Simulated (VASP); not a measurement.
The system is AlN.

```
Al N
1.0
     3.11100    0.00000    0.00000
    -1.55550    2.69421    0.00000
     0.00000    0.00000    4.97800
Al N
2 2
Direct
  0.33333 0.66667 0.00000
  0.66667 0.33333 0.50000
  0.33333 0.66667 0.38500
  0.66667 0.33333 0.88500
```

```yaml
Program: VASP 6.6.1
Task: relaxation of cell and atoms
Functional: LDA
Potentials_or_basis: VASP PAW LDA potentials, release 64 (Al, N)
Cutoff: 600 eV
k_mesh: 9 × 9 × 6
Occupations: gaussian, width 0.02 eV
Spin: no spin polarisation
```

At the start: pressure -3.9 GPa; volume 10.43 Å³/atom.

Where does the relaxation end?

Over 8 steps the energy falls by 3.1 meV/atom and the volume is 10.24 Å³/atom (-1.9 %); space group P6_3mc (No. 186, to 0.05 Å).

Step by step:
```
step  energy change (eV)  largest force (eV/Å)  pressure (GPa)  volume (Å³)
   1              0.0000                0.1863           -3.91        41.72
   2             -0.0020                0.1219            3.96        40.21
   3             -0.0121                0.0387            0.06        40.92
   4             -0.0121                0.0354            0.17        40.90
   5             -0.0123                0.0021            0.04        40.93
   6             -0.0124                0.0132           -0.01        40.94
   7             -0.0124                0.0078           -0.05        40.95
   8             -0.0124                0.0006           -0.03        40.95
```

Final structure:
```
Al N
1.0
     3.09142    0.00000    0.00000
    -1.54571    2.67725    0.00000
     0.00000    0.00000    4.94788
Al N
2 2
Direct
  0.33333 0.66667 0.00151
  0.66667 0.33333 0.50151
  0.33333 0.66667 0.38349
  0.66667 0.33333 0.88349
```
